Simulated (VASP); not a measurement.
Write the native input for VASP 6.6.1 that does the following.

| Quantity | Value |
| --- | --- |
| Task | single point |
| Functional | PBE |
| Potentials or basis | VASP PAW PBE potentials, release 64 (Zn, Ag) |
| Cutoff | 520 eV |
| k mesh | 4 × 4 × 4 |
| Occupations | gaussian, width 0.1 eV |
| Spin | no spin polarisation |
| Dipole correction | no |
| Further INCAR settings | ALGO = Normal; EDIFF = 1e-06; NBANDS = 43 |

The structure of ZnAg2 lies in POSCAR:

```
ZnAg2
1.0
    0.0000000000      3.7712277004      3.7712277004
    3.7712277004      0.0000000000      3.7712277004
    3.7712277004      3.7712277004      0.0000000000
Zn Ag
2 4
Direct
    0.0000000000      0.0000000000      0.0000000000
    0.2500000000      0.2500000000      0.2500000000
    0.6250000000      0.6250000000      0.6250000000
    0.1250000000      0.6250000000      0.6250000000
    0.6250000000      0.6250000000      0.1250000000
    0.6250000000      0.1250000000      0.6250000000
```

These files were run (other wordings do the same):

INCAR

```
ALGO = Normal
EDIFF = 1E-6
ENCUT = 520
GGA = PE
ISIF = 2
ISMEAR = 0
LASPH = True
LCHARG = False
LREAL = False
LWAVE = False
NBANDS = 43
NELM = 60
PREC = Accurate
SIGMA = 0.1
```

KPOINTS

```
k-points
0
Gamma
  4 4 4
```

Potentials or basis: VASP PAW PBE potentials, release 64 (Zn, Ag).

Command:

```bash
$ cat potpaw_PBE.64/Zn/POTCAR potpaw_PBE.64/Ag/POTCAR > POTCAR
$ mpirun -np 1 vasp_std > vasp.out
```

It gave:

The pressure is 6.3 GPa and the band gap on the k mesh is zero (bands 34 and 35 overlap by 1.17 eV).

Caveat: the k points lie up to 0.36 Å⁻¹ apart, too coarse for converged energies and pressures of a metal.

Wall time 91 s on 1 thread of Oxide Virtual Turin-like Processor (shared host), peak memory 0.21 GiB.
